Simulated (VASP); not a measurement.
The system is AgI.

```xyz
2
Lattice="-2.3243 2.3243 3.2908 2.3243 -2.3243 3.2908 2.3243 2.3243 -3.2908" Properties=species:S:1:pos:R:3 pbc="T T T"
Ag    2.3243    0.0000    1.6454
I     0.0000    0.0000    0.0000
```

Base run:

- Program: VASP 6.6.1
- Functional: PBE-based global hybrid with 50 % exact exchange
- Potentials or basis: VASP PAW PBE potentials, release 64 (Ag, I)
- Cutoff: 400 eV
- k mesh: 4 × 4 × 4
- Occupations: gaussian, width 0.01 eV
- Spin: no spin polarisation

Its results: band gap on the k mesh 5.10 eV; pressure 0.0 GPa.

Q: After a change of settings the same cell gave: band gap on the k mesh 2.48 eV; pressure 0.4 GPa. Which change was it?
A. functional from PBE-based global hybrid with 50 % exact exchange to PBE-based screened hybrid with 75 % exact exchange; share of exact exchange from 0.5 to 0.75
B. functional from PBE-based global hybrid with 50 % exact exchange to PBE-based screened hybrid with 10 % exact exchange; share of exact exchange from 0.5 to 0.1
C. functional from PBE-based global hybrid with 50 % exact exchange to HSE06; share of exact exchange from 0.5 to 0.25

A: C.

Caveats: the PAW data sets were made with another functional, which shifts forces and pressure a little; spin-orbit coupling is left out, which moves the levels of the heavy elements.
